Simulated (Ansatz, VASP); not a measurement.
## One calculation of NbCu, two programs

INCAR

```
PREC = Accurate
ENCUT = 600
EDIFF = 1E-7
ISMEAR = -1
SIGMA = 0.05
LREAL = False
LASPH = True
NELM = 60
ALGO = Fast
ISIF = 3
LWAVE = False
LCHARG = False
GGA = PE
IBRION = 2
NSW = 60
EDIFFG = -0.01
```

KPOINTS

```
regular mesh
0
Gamma
  9 9 9
```

Contents of POSCAR:

```
NbCu
1.0
    0.0000000000      2.5622100000      2.5622100000
    2.5622100000      0.0000000000      2.5622100000
    2.5622100000      2.5622100000      0.0000000000
Nb Cu
1 1
Direct
    0.0000000000      0.0000000000      0.0000000000
    0.5000000000      0.5000000000      0.5000000000
```

File input.yaml:

```yaml
crystal:
  lattice:
    - [0.0, 2.56221, 2.56221]
    - [2.56221, 0.0, 2.56221]
    - [2.56221, 2.56221, 0.0]
  atoms:
    - { symbol: Nb, position: [0.0, 0.0, 0.0] }
    - { symbol: Cu, position: [0.5, 0.5, 0.5] }
hamiltonian:
  xc: pbe
  pseudopotentials: { kind: paw }
kpoints:
  mp_grid: { grid: [9, 9, 9] }
scf:
  occupations: { method: fermi_dirac, width: 0.05 }
output:
  forces: true
  stress: true
  eigenvalues: true
relax:
  f_tol: 0.01
  max_steps: 40
  cell: { stress_tol: 0.05 }
```

Alike in both runs: task relaxation of cell and atoms; functional PBE; k mesh 9 × 9 × 9; occupations fermi-dirac, width 0.05 eV; no spin polarisation.

|  | VASP | Ansatz |
| --- | --- | --- |
| version | VASP 6.6.1 | Ansatz 0.2.0 |
| potentials or method | VASP PAW PBE potentials, release 64 (Nb_sv, Cu) | Ansatz PAW |
| plane-wave cutoff (eV) | 600 | 420 |
| valence electrons in the cell | 24 | 32 |

|  | VASP | Ansatz | Ansatz less VASP |
| --- | --- | --- | --- |
| gap on the k mesh at the Fermi level, each at its own relaxed structure (eV) | none | none | - |
| relaxed volume (Å³/atom) | 16.82 | 16.82 | 0.000 |
| relaxed cell length with the largest relative difference (Å) | 3.624 | 3.624 | 0.0000 |

A gap of «none» marks a metal or a gap that the smearing closes. VASP's potentials hold 24 valence electrons a cell and Ansatz's 32, so a difference there can come from the potentials and not from the codes.

Noted on VASP's run: the relaxation stopped at its first step, so nothing moved. Noted on Ansatz's run: the plane-wave basis is chosen anew once the cell has moved, so the energies of steps on either side of that aren't comparable.
